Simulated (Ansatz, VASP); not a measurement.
**One calculation of H, two programs**

```
H
1.0
     4.05390    0.00000    0.00000
    -2.02695    3.51078    0.00000
     0.00000    0.00000    4.52846
H
4
Cartesian
  0.0000 2.3405 0.7993
  2.0269 1.1703 3.0635
  2.0269 1.1703 3.7292
  0.0000 2.3405 1.4650
```

Alike in both runs: task single point; functional PBE; k mesh 9 × 9 × 6; occupations gaussian, width 0.05 eV; no spin polarisation.

```csv
,VASP,Ansatz
version,VASP 6.6.1,Ansatz 0.2.0
potentials or method,"VASP PAW PBE potentials, release 64 (H), cutoff 520 eV","scalar-relativistic, plane waves, PAW"
valence electrons in the cell,4,4
```

Ansatz gave:

| Item | Value |
| --- | --- |
| gap on the k mesh at the Fermi level (eV) | 10.26 |
| least direct gap on the mesh (eV) | 10.68 |
| pressure (GPa) | 4.3 |
| traceless stress, the component that is largest in VASP (GPa) | 8.59 |
| rms of the force components (eV/Å) | 2.239 |

Q: What did VASP give for the same quantities?

A: gap on the k mesh at the Fermi level (eV): 10.26; least direct gap on the mesh (eV): 10.68; pressure (GPa): 4.2; traceless stress, the component that is largest in VASP (GPa): 8.59; rms of the force components (eV/Å): 2.245.

Atom by atom the forces differ by 0.006 eV/Å (rms over components). With one functional, cell and mesh, what is left measures potentials, basis and numerics.
